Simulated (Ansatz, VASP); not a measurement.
**Two plane-wave programs on AlSn**

The input INCAR:

```
SYSTEM = AlSn
PREC = Accurate
ENCUT = 500
EDIFF = 1E-6
ISMEAR = 0
SIGMA = 0.1
LREAL = .FALSE.
LASPH = .TRUE.
NELM = 120
ALGO = Normal
ISIF = 2
LWAVE = .FALSE.
LCHARG = .FALSE.
GGA = B5
ALDAX = 1.0
AGGAX = 1.0
AGGAC = 1.0
ALDAC = 0.0
NBANDS = 16
GGA_COMPAT = .FALSE.
```

Contents of KPOINTS:

```
regular mesh
0
G
  6 6 4
  0 0 0
```

POSCAR

```
AlSn
1.0
    4.1981056157      0.0000000000      0.0000000000
   -2.0990528078      3.6356661109      0.0000000000
    0.0000000000      0.0000000000      3.3068470000
Al Sn
1 1
Direct
    0.0000000000      0.0000000000      0.0000000000
    0.3333333333      0.6666666667      0.5000000000
```

Input for Ansatz:

```yaml
crystal:
  lattice:
    - [4.1981056157, 0.0, 0.0]
    - [-2.0990528078, 3.6356661109, 0.0]
    - [0.0, 0.0, 3.306847]
  atoms:
    - { symbol: Al, position: [0.0, 0.0, 0.0] }
    - { symbol: Sn, position: [0.3333333333, 0.6666666667, 0.5] }
  symmetry: { detect: true }
basis:
  ecutwfc: 420
kpoints:
  mp_grid: { grid: [6, 6, 4] }
hamiltonian:
  xc: blyp
scf:
  occupations: { method: gaussian, width: 0.1 }
output:
  forces: true
  stress: true
  eigenvalues: true
```

Alike in both runs: task single point; functional BLYP; k mesh 6 × 6 × 4; occupations gaussian, width 0.1 eV; no spin polarisation.

|  | VASP | Ansatz |
| --- | --- | --- |
| version | VASP 6.6.1 | Ansatz 0.2.0 |
| potentials or method | VASP PAW PBE potentials, release 64 (Al, Sn_d), cutoff 500 eV | scalar-relativistic, plane waves, PAW |
| valence electrons in the cell | 17 | 17 |

Ansatz gave:

| Quantity | Value |
| --- | --- |
| gap on the k mesh at the Fermi level (eV) | none |
| pressure (GPa) | 4.5 |
| traceless stress, the component that is largest in VASP (GPa) | 7.13 |

Task: Estimate VASP's values.

Result: gap on the k mesh at the Fermi level (eV): none; pressure (GPa): 4.6; traceless stress, the component that is largest in VASP (GPa): 7.17.

VASP's potentials were made for PBE, not for BLYP. A gap of «none» marks a metal or a gap that the smearing closes.

The k mesh is coarse, so the values compare programs but aren't converged.
